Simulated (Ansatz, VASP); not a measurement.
## One calculation of TiAl, two programs

```xyz
2
Lattice="3.1713 0.0000 0.0000 0.0000 3.1713 0.0000 0.0000 0.0000 3.1713" Properties=species:S:1:pos:R:3 pbc="T T T"
Ti    0.0000    0.0000    0.0000
Al    1.5857    1.5857    1.5857
```

Alike in both runs: task single point; functional r2SCAN; k mesh 10 × 10 × 10; occupations gaussian, width 0.15 eV; no spin polarisation.

```csv
,VASP,Ansatz
version,VASP 6.6.1,Ansatz 0.2.0
potentials or method,"VASP PAW PBE potentials, release 64 (Ti_sv, Al), cutoff 520 eV","scalar-relativistic, plane waves, PAW"
valence electrons in the cell,15,15
```

|  | VASP | Ansatz | Ansatz less VASP |
| --- | --- | --- | --- |
| gap on the k mesh at the Fermi level (eV) | none | none | - |
| pressure (GPa) | 0.2 | 0.0 | -0.16 |

VASP's potentials were made for PBE, not for r2SCAN. A gap of «none» marks a metal or a gap that the smearing closes. The functional is the same, so the differences come from potentials, cutoffs and numerics.
